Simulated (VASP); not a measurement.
# AlSi2Cl (P-6m2) in VASP: further runs

The runs below take AlSi2Cl through single point, with PBE.

All numbers are computed with VASP 6.6.1; they aren't measurements. Logs are shortened: lines on timing, memory, paths and dates and some standing lists are left out, and cuts for length are marked.

## (1) The cell of the first run

The structure is hexagonal, space group P-6m2 (No. 187). The conventional cell has a = 3.725 Å, b = 3.725 Å, c = 4.888 Å, α = 90.00°, β = 90.00°, γ = 120.00°. Within 3.3 Å of Al (site symmetry -6m2) lie 6 Si at 2.47 Å and 6 Cl at 3.26 Å. Within 3.2 Å of Si (site symmetry 3m) lie 2 Si at 2.41 to 2.48 Å and 3 Al at 2.47 Å and 3 Cl at 2.48 Å. Within 3.3 Å of Cl (site symmetry -6m2) lie 6 Si at 2.48 Å and 6 Al at 3.26 Å.

## (2) Single point, PBE (volume scaled by 0.94)

INCAR

```
SYSTEM = AlSi2Cl
PREC = Accurate ; ENCUT = 520
EDIFF = 1E-6 ; ISMEAR = -1
SIGMA = 0.05 ; LREAL = .FALSE.
LASPH = .TRUE. ; NELM = 80
ALGO = Normal ; ISIF = 2
LWAVE = .FALSE. ; LCHARG = .FALSE.
GGA = PE ; NBANDS = 17
```

KPOINTS

```
regular mesh
0
G
  8 8 6
  0 0 0
```

POSCAR

```
AlSi2Cl
1.0
    3.7251903904      0.0000000000      0.0000000000
   -1.8625951952      3.2261095079      0.0000000000
    0.0000000000      0.0000000000      4.8879996563
Al Si Cl
1 2 1
Direct
    0.6666666700      0.3333333300      0.5000000000
    0.0000000000      0.0000000000      0.7468175900
    0.0000000000      0.0000000000      0.2531824100
    0.3333333300      0.6666666700      0.0000000000
```

Potentials or basis: VASP PAW PBE potentials, release 64 (Al, Si, Cl).

Command:

```console
> cat potpaw_PBE.64/Al/POTCAR potpaw_PBE.64/Si/POTCAR potpaw_PBE.64/Cl/POTCAR > POTCAR
> mpirun -np 1 vasp_std > vasp.out
```

OUTCAR:

```text
SYSTEM = AlSi2Cl
   PREC = Accurate
   ENCUT = 520
   EDIFF = 1E-6
   ISMEAR = -1
   LREAL = .FALSE.
   LASPH = .TRUE.
   NELM = 80
   ISIF = 2
   GGA = PE

 ion  position               nearest neighbor table
   1  0.667  0.333  0.500-   2 2.47   3 2.47   2 2.47   3 2.47   2 2.47   3 2.47
   2  0.000  0.000  0.747-   3 2.41   1 2.47   1 2.47   1 2.47   3 2.48   4 2.48   4 2.48   4 2.48

   3  0.000  0.000  0.253-   2 2.41   1 2.47   1 2.47   1 2.47   2 2.48   4 2.48   4 2.48   4 2.48

   4  0.333  0.667  0.000-   2 2.48   3 2.48   2 2.48   3 2.48   2 2.48   3 2.48

  LATTYP: Found a hexagonal cell.
 ALAT       =     3.7251903904
 C/A-ratio  =     1.3121476070

  Lattice vectors:

 A1 = (   3.7251903904,   0.0000000000,   0.0000000000)
 A2 = (  -1.8625951952,   3.2261095079,   0.0000000000)
 A3 = (   0.0000000000,   0.0000000000,   4.8879996563)

Analysis of symmetry for initial positions (statically):
=====================================================================
 Subroutine PRICEL returns:
 Original cell was already a primitive cell.

 Routine SETGRP: Setting up the symmetry group for a
 hexagonal supercell.

 Subroutine GETGRP returns: Found 12 space group operations
 (whereof 12 operations were pure point group operations)
 out of a pool of 24 trial point group operations.

The static configuration has the point symmetry D_3h.

Analysis of symmetry for dynamics (positions and initial velocities):
=====================================================================
 Subroutine PRICEL returns:
 Original cell was already a primitive cell.

 Routine SETGRP: Setting up the symmetry group for a
 hexagonal supercell.

 Subroutine GETGRP returns: Found 12 space group operations
 (whereof 12 operations were pure point group operations)
 out of a pool of 24 trial point group operations.

The dynamic configuration has the point symmetry D_3h.

 Subroutine INISYM returns: Found 12 space group operations
 (whereof 12 operations are pure point group operations),
 and found     1 'primitive' translations

----------------------------------------------------------------------------------------

                                     Primitive cell

  volume of cell :      58.7434

  direct lattice vectors                    reciprocal lattice vectors
     3.725190390  0.000000000  0.000000000     0.268442655  0.154985440  0.000000000
    -1.862595195  3.226109508  0.000000000     0.000000000  0.309970879  0.000000000
     0.000000000  0.000000000  4.887999656     0.000000000  0.000000000  0.204582666

  length of vectors
     3.725190390  3.725190387  4.887999656     0.309970879  0.309970879  0.204582666

  position of ions in fractional coordinates (direct lattice)
     0.666666670  0.333333330  0.500000000
     0.000000000  0.000000000  0.746817590
     0.000000000  0.000000000  0.253182410
     0.333333330  0.666666670  0.000000000

  ion indices of the primitive-cell ions
   primitive index   ion index
                 1           1
                 2           2
                 3           3
                 4           4

----------------------------------------------------------------------------------------

 KPOINTS: regular mesh

Automatic generation of k-mesh.
 Grid dimensions read from file:
 generate k-points for:    8    8    6

 Generating k-lattice:

  Cartesian coordinates                     Fractional coordinates (reciprocal lattice)
     0.033555332  0.019373180  0.000000000     0.125000000  0.000000000  0.000000000
     0.000000000  0.038746360  0.000000000     0.000000000  0.125000000  0.000000000
     0.000000000  0.000000000  0.034097111     0.000000000  0.000000000  0.166666667

  Length of vectors
     0.038746360  0.038746360  0.034097111

  Shift w.r.t. Gamma in fractional coordinates (k-lattice)
     0.000000000  0.000000000  0.000000000

 Subroutine IBZKPT returns following result:
 ===========================================

 Found     40 irreducible k-points:

 Following reciprocal coordinates:
            Coordinates               Weight
  0.000000  0.000000  0.000000      1.000000
  0.125000  0.000000  0.000000      6.000000
  0.250000  0.000000  0.000000      6.000000
  0.375000 -0.000000  0.000000      6.000000
  0.500000  0.000000  0.000000      3.000000
  0.125000  0.125000  0.000000      6.000000
[... 16 lines left out ...]
  0.250000  0.000000  0.333333     12.000000
  0.375000 -0.000000  0.333333     12.000000
 [... further k-points ...]
   k-points           NKPTS =     40   k-points in BZ     NKDIM =     40   number of bands    NBANDS=     17
   number of dos      NEDOS =    301   number of ions     NIONS =      4
   total plane-waves  NPLWV =  28224
   dimension x,y,z NGX =    28 NGY =   28 NGZ =   36
   dimension x,y,z NGXF=    56 NGYF=   56 NGZF=   72
   ions per type =               1   2   1
   NGX,Y,Z   is equivalent  to a cutoff of  12.50, 12.50, 12.24 a.u.
   NGXF,Y,Z  is equivalent  to a cutoff of  24.99, 24.99, 24.49 a.u.
 SYSTEM =  AlSi2Cl
   PREC   = accura    normal or accurate (medium, high low for compatibility)
   ISTART =      0    job   : 0-new  1-cont  2-samecut
   ICHARG =      2    charge: 1-file 2-atom 10-const
   ISPIN  =      1    spin polarized calculation?
   LNONCOLLINEAR =      F non collinear calculations
   LSORBIT =      F    spin-orbit coupling
   LASPH  =      T    aspherical Exc in radial PAW
   ENCUT  =  520.0 eV  38.22 Ry    6.18 a.u.   6.93  6.93  9.09*2*pi/ulx,y,z
   NELM   =     80;   NELMIN=  2; NELMDL= -5     # of ELM steps
   EDIFF  = 0.1E-05   stopping-criterion for ELM
   LREAL  =      F    real-space projection
   EDIFFG = 0.1E-04   stopping-criterion for IOM
   NSW    =      0    number of steps for IOM
   IBRION =     -1    ionic relax: 0-MD 1-quasi-New 2-CG
   NFREE  =      0    steps in history (QN), initial steepest desc. (CG)
   ISIF   =      2    stress and relaxation
   ISYM   =      2    0-nonsym 1-usesym 2-fastsym
   POTIM  = 0.5000    time-step for ionic-motion
   TEBEG  =    0.0;   TEEND  =   0.0 temperature during run
   PSTRESS=    0.0 pullay stress
   NELECT =      18.0000    total number of electrons
   NUPDOWN=      -1.0000    fix difference up-down
   EMIN   =  10.00;   EMAX   =-10.00  energy-range for DOS
   EFERMI =   0.00;   METHOD = LEGACY
   ISMEAR =    -1;   SIGMA  =   0.05  broadening in eV -4-tet -1-fermi 0-gaus
   EFERMI_NEDOS =   21; number of points for ismear=-14 and -15
   IALGO  =     38    algorithm
   IMIX   =      4    mixing-type and parameters
     AMIX     =   0.40;   BMIX     =  1.00
     AMIX_MAG =   1.60;   BMIX_MAG =  1.00
  volume/ion in A,a.u.               =      14.69        99.10
  Fermi-wavevector in a.u.,A,eV,Ry     =   1.103687  2.085667 16.573609  1.218126
  Thomas-Fermi vector in A             =   2.240149
   LORBIT       =      0    0 simple, 1 ext, 2 COOP (PROOUT), +10 PAW based schemes
   GGA     = PE    functional components
   LHFCALC =     F    Hartree Fock is set to
   AEXX    =    0.0000 exact exchange contribution
   IVDW    =     0    specifies the selected vdW correction
   LEPSILON=     F    determine dielectric tensor
   LRPA    =     F    only Hartree local field effects (RPA)
 non-spin polarized calculation
  energy-cutoff  :      520.00
  volume of cell :       58.74
 maximum number of plane-waves:      1600
 NGX is ok and might be reduce to    28
   NGX = 13   NGY = 13   NGZ = 19

 number of electron      18.0000002 magnetization

 Free energy of the ion-electron system (eV)
  ---------------------------------------------------
  ext. energy  EPLUGINS =         0.00000000
  ---------------------------------------------------
  free energy    TOTEN  =       -13.31596395 eV

  energy without entropy =      -13.31061077  energy(sigma->0) =      -13.31328736

 E-fermi :   9.1090     XC(G=0): -10.8892

 val. band max:        8.9740252705   @ k =   0.2500   0.2500   0.0000
 cond. band min:       9.1823912150   @ k =   0.3750   0.2500   0.0000
 fundamental gap:      0.2083659446
 Fermi energy:         9.1090093582

 k-point     1 :       0.0000    0.0000    0.0000
  band No.  band energies     occupation
      1      -9.4897      2.00000
      2      -1.3258      2.00000
      3       0.1881      2.00000
      4       3.1420      2.00000
      5       3.1420      2.00000
      6       5.3216      2.00000
[... 9 lines left out ...]
     16      14.7929      0.00000
     17      15.5149      0.00000

 k-point     2 :       0.1250    0.0000    0.0000
  band No.  band energies     occupation
      1      -9.3892      2.00000
      2      -1.3404      2.00000
      3       0.3638      2.00000
      4       2.3789      2.00000
      5       2.9630      2.00000
      6       6.1031      2.00000
[... 9 lines left out ...]
     16      15.8328      0.00000
     17      15.8989      0.00000

 k-point     3 :       0.2500    0.0000    0.0000
  band No.  band energies     occupation
      1      -9.1250      2.00000
      2      -1.5551      2.00000
      3       0.8699      2.00000
      4       1.6637      2.00000
      5       2.5922      2.00000
      6       5.5427      2.00000
[... 9 lines left out ...]
     16      16.6520      0.00000
     17      17.6543      0.00000

 k-point     4 :       0.3750   -0.0000    0.0000
  band No.  band energies     occupation
      1      -8.8215      2.00000
      2      -2.0474      2.00000
      3       1.6004      2.00000
      4       1.7901      2.00000
      5       2.2810      2.00000
      6       4.2740      2.00000
[... 9 lines left out ...]
     16      17.9794      0.00000
     17      19.5049      0.00000
[... 343 lines left out ...]
      1      -9.3183      2.00000
      2      -2.3709      2.00000
      3       1.2991      2.00000
      4       3.0379      2.00000
      5       3.3817      2.00000
      6       5.2729      2.00000
[... 9 lines left out ...]
     16      15.7012      0.00000
     17      16.7982      0.00000

 k-point    23 :       0.2500    0.0000    0.3333
  band No.  band energies     occupation
      1      -9.0686      2.00000
      2      -1.8915      2.00000
      3       0.0499      2.00000
      4       2.6970      2.00000
      5       3.3542      2.00000
      6       5.1088      2.00000
[... 9 lines left out ...]
     16      16.4622      0.00000
     17      17.2182      0.00000

 k-point    24 :       0.3750   -0.0000    0.3333
  band No.  band energies     occupation
      1      -8.7843      2.00000
      2      -1.6133      2.00000
      3      -0.3678      2.00000
      4       2.4056      2.00000
      5       2.4344      2.00000
      6       4.6763      2.00000
[... 9 lines left out ...]
     16      17.3780      0.00000
     17      17.7634      0.00000

 [... further k-points ...]
[... 5 lines left out ...]
  --------------------------------------------------------------------------------------
  -------------------------------------------------------------------------------------
  Total       12.2212454     12.2212454      9.1897596      0.0000000     -0.0000000      0.0000000
  in kB      333.3245505    333.3245497    250.6432343      0.0000000     -0.0000000      0.0000000
  external PRESSURE =     305.7641115 kB  Pullay stress =       0.0000000 kB

 VOLUME and BASIS-vectors are now :
 -----------------------------------------------------------------------------
  energy-cutoff  :      520.00
  volume of cell :       58.74
      direct lattice vectors                 reciprocal lattice vectors
     3.725190390  0.000000000  0.000000000     0.268442655  0.154985440  0.000000000
    -1.862595195  3.226109508  0.000000000     0.000000000  0.309970879  0.000000000
     0.000000000  0.000000000  4.887999656     0.000000000  0.000000000  0.204582666

 POSITION                                       TOTAL-FORCE (eV/Angst)
 -----------------------------------------------------------------------------------
      1.86260      1.07537      2.44400        -0.000000      0.000000      0.000000
      0.00000      0.00000      3.65044        -0.000000     -0.000000     -0.817878
      0.00000      0.00000      1.23756        -0.000000     -0.000000      0.817878
     -0.00000      2.15074      0.00000         0.000000      0.000000      0.000000
 -----------------------------------------------------------------------------------
    total drift:                                0.000018     -0.000011     -0.000000

  FREE ENERGIE OF THE ION-ELECTRON SYSTEM (eV)
  ---------------------------------------------------
  free  energy   TOTEN  =       -13.3159639516 eV

  energy  without entropy=      -13.3106107692  energy(sigma->0) =      -13.31328736
```

Run time: 13 s. Hardware: 1 thread of Intel Xeon 6975P-C (Granite Rapids), shared host; peak memory 0.18 GiB.

What came out:

```yaml
Free_energy: -13.3160 eV
Pressure: 30.6 GPa
Largest_force: 0.818 eV/Å
Band_gap_on_the_k_mesh: zero (band 9 reaches 9.55 eV, above the bottom of band 10 at 8.63 eV)
```

Forces in eV/Å, atoms in the order of the input:
```
Al   0.000  0.000  0.000
Si   0.000  0.000 -0.818
Si   0.000  0.000  0.818
Cl   0.000  0.000  0.000
```

Levels at points of the mesh, in eV from the Fermi level:
```
           k point  band 6  band 7  band 8  band 9  band 10  band 11  band 12  band 13
(0.00, 0.00, 0.00)   -3.79   -0.79   -0.79   -0.53     2.44     3.36     3.36     4.80
(0.50, 0.00, 0.00)   -5.56   -4.31   -1.32   -0.43     0.92     1.42     2.30     5.74
(0.00, 0.00, 0.50)   -4.84   -0.27   -0.19   -0.19     1.10     1.10     3.22     3.22
(0.50, 0.00, 0.50)   -3.41   -3.28   -2.00    0.26     2.23     2.29     2.85     4.02
```

## (3) Single point, PBE (volume scaled by 0.96)

INCAR

```
ALGO = Normal
EDIFF = 1E-6
ENCUT = 520
GGA = PE
ISIF = 2
ISMEAR = -1
LASPH = True
LCHARG = True
LELF = True
LREAL = False
LVHAR = True
LWAVE = False
NBANDS = 17
NELM = 100
PREC = Accurate
SIGMA = 0.05
```

KPOINTS

```
k-points
0
Gamma
  8 8 6
```

POSCAR

```
AlSi2Cl
1.0
    3.7514249899      0.0000000000      0.0000000000
   -1.8757124950      3.2488293375      0.0000000000
    0.0000000000      0.0000000000      4.9224233233
Al Si Cl
1 2 1
Direct
    0.6666666700      0.3333333300      0.5000000000
    0.0000000000      0.0000000000      0.7468175900
    0.0000000000      0.0000000000      0.2531824100
    0.3333333300      0.6666666700      0.0000000000
```

Potentials or basis: VASP PAW PBE potentials, release 64 (Al, Si, Cl).

Command:

```console
> cat potpaw_PBE.64/Al/POTCAR potpaw_PBE.64/Si/POTCAR potpaw_PBE.64/Cl/POTCAR > POTCAR
> mpirun -np 1 vasp_std > vasp.out
```

Wall time 15 s (1 thread of Intel Xeon 6975P-C (Granite Rapids), shared host); peak memory 0.19 GiB.

Results (log left out):

```
Free energy            : -13.5415 eV
Pressure               : 27.2 GPa
Largest force          : 0.838 eV/Å
Band gap on the k mesh : zero (band 9 reaches 9.25 eV, above the bottom of band 10 at 8.38 eV)
```

Forces in eV/Å, atoms in the order of the input:
```
Al   0.000  0.000  0.000
Si   0.000  0.000 -0.838
Si   0.000  0.000  0.838
Cl   0.000  0.000  0.000
```

Stress tensor (GPa, compression positive):
```
30.04  0.00  0.00
 0.00 30.04  0.00
 0.00  0.00 21.52
```

Levels at points of the mesh, in eV from the Fermi level:
```
           k point  band 7  band 8  band 9  band 10  band 11  band 12
(0.00, 0.00, 0.00)   -0.74   -0.74   -0.59     2.41     3.33     3.33
(0.50, 0.00, 0.00)   -4.28   -1.25   -0.41     0.89     1.44     2.28
(0.00, 0.00, 0.50)   -0.21   -0.17   -0.17     1.15     1.15     3.25
(0.50, 0.00, 0.50)   -3.24   -1.94    0.21     2.20     2.30     2.85
```

## (4) Single point, PBE (volume scaled by 0.98)

INCAR

```
SYSTEM = AlSi2Cl
PREC = Accurate
ENCUT = 520
EDIFF = 1E-6
ISMEAR = -1
SIGMA = 0.05
LREAL = .FALSE.
LASPH = .TRUE.
NELM = 60
ALGO = Normal
ISIF = 2
LWAVE = .FALSE.
LCHARG = .FALSE.
GGA = PE
NBANDS = 17
```

KPOINTS

```
regular mesh
0
G
  8 8 6
  0 0 0
```

POSCAR

```
AlSi2Cl
1.0
    3.7772977040      0.0000000000      0.0000000000
   -1.8886488520      3.2712357651      0.0000000000
    0.0000000000      0.0000000000      4.9563721431
Al Si Cl
1 2 1
Direct
    0.6666666700      0.3333333300      0.5000000000
    0.0000000000      0.0000000000      0.7468175900
    0.0000000000      0.0000000000      0.2531824100
    0.3333333300      0.6666666700      0.0000000000
```

Command:

```console
> cat potpaw_PBE.64/Al/POTCAR potpaw_PBE.64/Si/POTCAR potpaw_PBE.64/Cl/POTCAR > POTCAR
> mpirun -np 1 vasp_std > vasp.out
```

Run time: 16 s. Hardware: 1 thread of Intel Xeon 6975P-C (Granite Rapids), shared host; peak memory 0.19 GiB.

It converged, with:

| Quantity | Value |
| --- | --- |
| Free energy | -13.7418 eV |
| Pressure | 24.1 GPa |
| Largest force | 0.857 eV/Å |
| Band gap on the k mesh | zero (band 9 reaches 8.96 eV, above the bottom of band 10 at 8.13 eV) |

Forces in eV/Å, atoms in the order of the input:
```
Al   0.000  0.000  0.000
Si   0.000  0.000 -0.857
Si   0.000  0.000  0.857
Cl   0.000  0.000  0.000
```

Stress tensor (GPa, compression positive):
```
27.02  0.00  0.00
 0.00 27.02  0.00
 0.00  0.00 18.30
```

Levels at points of the mesh, in eV from the Fermi level:
| k point | band 7 | band 8 | band 9 | band 10 | band 11 | band 12 |
| --- | --- | --- | --- | --- | --- | --- |
| (0.00, 0.00, 0.00) | -0.70 | -0.70 | -0.65 | 2.37 | 3.29 | 3.29 |
| (0.50, 0.00, 0.00) | -4.25 | -1.19 | -0.39 | 0.86 | 1.47 | 2.26 |
| (0.00, 0.00, 0.50) | -0.16 | -0.15 | -0.15 | 1.19 | 1.19 | 3.27 |
| (0.50, 0.00, 0.50) | -3.20 | -1.88 | 0.17 | 2.18 | 2.30 | 2.86 |

[end of part 1 of 2]
